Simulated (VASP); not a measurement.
A run of VASP 6.6.1 is set up as follows.

File INCAR:

```
SYSTEM = In
  ALGO = Normal
  EDIFF = 1E-6
  ENCUT = 520
  ISIF = 2
  ISMEAR = -1
  LASPH = .True.
  LCHARG = .False.
  LREAL = .False.
  LWAVE = .False.
  NBANDS = 20
  NELM = 100
  PREC = Accurate
  SIGMA = 0.1
```

The input KPOINTS:

```
k-points
0
Gamma
  11 11 6
  0 0 0
```

POSCAR

```
In
1.0
    3.2733347749      0.0000000000      0.0000000000
   -1.6366673874      2.8347910701      0.0000000000
    0.0000000000      0.0000000000      5.3292037878
In
2
Direct
    0.3333333333      0.6666666667      0.2500000000
    0.6666666667      0.3333333333      0.7500000000
```

Potentials or basis: VASP PAW LDA potentials, release 64 (In_d).

Run with:

```sh
$ cat potpaw_LDA.64/In_d/POTCAR > POTCAR
$ mpirun -np 1 vasp_std > vasp.out
```

Task: What does it give for the pressure?

Result: 0.1 GPa.

Task: Estimate the band gap on the k mesh.

Result: Zero (bands 13 and 14 overlap by 6.48 eV).

Caveat: spin-orbit coupling is left out, which moves the levels of the heavy elements.
